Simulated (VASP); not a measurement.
Input of a VASP 6.6.1 run:

Contents of INCAR:

```
SYSTEM = BaTiO3
PREC     = Accurate       ! precision mode
ENCUT    = 520            ! plane-wave cutoff, eV
EDIFF    = 1E-6           ! SCF threshold, eV
ISMEAR   = -1             ! smearing method
SIGMA    = 0.1            ! smearing width, eV
LREAL    = .FALSE.        ! projectors in reciprocal space
LASPH    = .TRUE.         ! aspherical terms in the spheres
NELM     = 80             ! most SCF steps
ALGO     = Normal         ! electronic algorithm
ISIF     = 2              ! what is computed and relaxed
LWAVE    = .FALSE.        ! write WAVECAR
LCHARG   = .FALSE.        ! write CHGCAR
GGA      = PE             ! functional
NBANDS   = 28             ! bands
```

File KPOINTS:

```
Automatic mesh
0
G
  6 6 6
  0 0 0
```

The input POSCAR:

```
BaTiO3
1.0
    4.0459201900      0.0000000000      0.0000000000
    0.0115086700      4.0458999800      0.0000000000
    0.0115086700      0.0114783600      4.0458898800
Ba Ti O
1 1 3
Direct
    0.0000000000      0.0000000000      0.0000000000
    0.4845000000      0.4845000000      0.4845000000
    0.5086000000      0.5086000000      0.0175000000
    0.0175000000      0.5086000000      0.5086000000
    0.5086000000      0.0175000000      0.5086000000
```

Potentials or basis: VASP PAW PBE potentials, release 64 (Ba_sv, Ti_sv, O).

The run is started by

```bash
$ cat potpaw_PBE.64/Ba_sv/POTCAR potpaw_PBE.64/Ti_sv/POTCAR potpaw_PBE.64/O/POTCAR > POTCAR
$ mpirun -np 1 vasp_std > vasp.out
```

**Question.** What does it give for the largest force?

**Answer.** 0.126 eV/Å.

**Question.** What does it give for the pressure?

**Answer.** 1.4 GPa.

Forces on the atoms (eV/Å):
```
Ba  -0.073 -0.073 -0.072
Ti  -0.062 -0.061 -0.061
O    0.026  0.026  0.081
O    0.082  0.026  0.026
O    0.026  0.081  0.026
```
